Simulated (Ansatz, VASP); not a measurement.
## One calculation of InSb3, two programs

INCAR

```
SYSTEM = InSb3
PREC = Accurate ; ENCUT = 520
EDIFF = 1E-6 ; ISMEAR = 0
SIGMA = 0.15 ; LREAL = .False.
LASPH = .True. ; NELM = 80
ALGO = Normal ; ISIF = 2
LWAVE = .False. ; LCHARG = .True.
GGA = PS ; LELF = .True.
LVHAR = .True. ; NBANDS = 22
```

File KPOINTS:

```
regular mesh
0
Gamma
  10 10 10
  0 0 0
```

The input POSCAR:

```
InSb3
1.0
    4.5988655047      0.0000000000      0.0000000000
    0.0000000000      4.5988655047      0.0000000000
    0.0000000000      0.0000000000      4.5988655047
In Sb
1 3
Direct
    0.0000000000      0.0000000000      0.0000000000
    0.5000000000      0.0000000000      0.5000000000
    0.0000000000      0.5000000000      0.5000000000
    0.5000000000      0.5000000000      0.0000000000
```

Input for Ansatz:

```yaml
crystal:
  lattice:
    - [4.5988655047, 0.0, 0.0]
    - [0.0, 4.5988655047, 0.0]
    - [0.0, 0.0, 4.5988655047]
  atoms:
    - { symbol: In, position: [0.0, 0.0, 0.0] }
    - { symbol: Sb, position: [0.5, 0.0, 0.5] }
    - { symbol: Sb, position: [0.0, 0.5, 0.5] }
    - { symbol: Sb, position: [0.5, 0.5, 0.0] }
basis:
  ecutwfc: 420
kpoints:
  mp_grid: { grid: [10, 10, 10] }
hamiltonian:
  xc: pbesol
  pseudopotentials: { kind: paw, azcp: { folder: soft_1 } }
scf:
  occupations: { method: gaussian, width: 0.15 }
output:
  forces: true
  stress: true
  eigenvalues: true
```

Alike in both runs: task single point; functional PBEsol; k mesh 10 × 10 × 10; occupations gaussian, width 0.15 eV; no spin polarisation.

|  | VASP | Ansatz |
| --- | --- | --- |
| version | VASP 6.6.1 | Ansatz 0.2.0 |
| potentials or method | VASP PAW PBE potentials, release 64 (In_d, Sb), cutoff 520 eV | scalar-relativistic, plane waves, PAW |
| valence electrons in the cell | 28 | 58 |

```tsv
	VASP	Ansatz	Ansatz less VASP
gap on the k mesh at the Fermi level (eV)	none	none	-
pressure (GPa)	6.1	6.0	-0.06
```

VASP's potentials were made for PBE, not for PBEsol, and Ansatz warns of the same on its side. A gap of «none» marks a metal or a gap that the smearing closes. The functional is the same, so the differences come from potentials, cutoffs and numerics. VASP's potentials hold 28 valence electrons a cell and Ansatz's 58, so a difference there can come from the potentials and not from the codes.

Spin-orbit coupling is off throughout.
